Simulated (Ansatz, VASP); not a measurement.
## One calculation of Sb, two programs

File INCAR:

```
ALGO = Normal
EDIFF = 1E-8
ENCUT = 520
GGA = PS
ISIF = 2
ISMEAR = -1
LASPH = True
LCHARG = False
LEFG = True
LREAL = False
LWAVE = False
NBANDS = 12
NELM = 100
PREC = Accurate
SIGMA = 0.05
```

KPOINTS

```
k-points
0
Gamma
  12 12 7
```

Contents of POSCAR:

```
Sb
1.0
    3.4350757818      0.0000000000      0.0000000000
   -1.7175378909      2.9748628909      0.0000000000
    0.0000000000      0.0000000000      5.4345363435
Sb
2
Direct
    0.3333333333      0.6666666667      0.2500000000
    0.6666666667      0.3333333333      0.7500000000
```

Input for Ansatz:

```yaml
crystal:
  lattice:
    - [3.4350757818, 0.0, 0.0]
    - [-1.7175378909, 2.9748628909, 0.0]
    - [0.0, 0.0, 5.4345363435]
  atoms:
    - { symbol: Sb, position: [0.3333333333, 0.6666666667, 0.25] }
    - { symbol: Sb, position: [0.6666666667, 0.3333333333, 0.75] }
kpoints:
  mp_grid: { grid: [12, 12, 7] }
scf:
  occupations: { method: fermi_dirac, width: 0.05 }
hamiltonian:
  xc: pbesol
  pseudopotentials: { kind: all_electron, datasets: crystal }
output:
  forces: true
  stress: true
  eigenvalues: true
  efg: { contact_densities: true }
```

Change from the starting cell: volume scaled by 1.06, crystal datasets.

Alike in both runs: task electric field gradients; functional PBEsol; k mesh 12 × 12 × 7; occupations fermi-dirac, width 0.05 eV; no spin polarisation.

|  | VASP | Ansatz |
| --- | --- | --- |
| version | VASP 6.6.1 | Ansatz 0.2.0 |
| potentials or method | VASP PAW PBE potentials, release 64 (Sb), cutoff 520 eV | all-electron PAW with datasets made for the crystal, scalar-relativistic |

VASP gave:

* pressure (GPa): -3.7
* traceless stress, the component that is largest in VASP (GPa): -0.75
* size of Vzz on the site where it differs most (V/Å²): 22.6

Problem. Which values does Ansatz return?

Solution. Pressure (GPa): -3.7; traceless stress, the component that is largest in VASP (GPa): -0.74; size of Vzz on the site where it differs most (V/Å²): 24.4.

VASP's potentials were made for PBE, not for PBEsol. Ansatz ran all-electron here, and VASP with PAW potentials.

Spin-orbit coupling is off throughout.
